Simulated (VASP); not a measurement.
Here is a VASP 6.6.1 calculation.

File INCAR:

```
SYSTEM = Cd
PREC = Accurate ; ENCUT = 520
EDIFF = 1E-8 ; ISMEAR = -1
SIGMA = 0.05 ; LREAL = .FALSE.
LASPH = .TRUE. ; NELM = 80
ALGO = Normal ; ISIF = 2
LWAVE = .FALSE. ; LCHARG = .FALSE.
GGA = PS ; LEFG = .TRUE.
NBANDS = 19
```

File KPOINTS:

```
regular mesh
0
G
  14 14 7
  0 0 0
```

Contents of POSCAR:

```
Cd
1.0
    2.9887691672      0.0000000000      0.0000000000
   -1.4943845836      2.5883500248      0.0000000000
    0.0000000000      0.0000000000      5.6363134261
Cd
2
Direct
    0.3333333333      0.6666666667      0.2500000000
    0.6666666667      0.3333333333      0.7500000000
```

Potentials or basis: VASP PAW PBE potentials, release 64 (Cd).

The run is started by

```console
$ cat potpaw_PBE.64/Cd/POTCAR > POTCAR
$ mpirun -np 1 vasp_std > vasp.out
```

Question: Estimate the pressure.

Answer: -1.6 GPa.

Question: Estimate the band gap on the k mesh.

Answer: Zero (band 12 reaches 4.00 eV, above the bottom of band 13 at -0.30 eV).

Stress tensor (GPa, compression positive):
```
-1.55  0.00  0.00
 0.00 -1.55  0.00
 0.00  0.00 -1.78
```

Caveat: without QUAD_EFG the Cq values of the log hold for a quadrupole moment of 1 mb, not for the nuclei; the PAW data sets were made with another functional, which shifts forces and pressure a little.
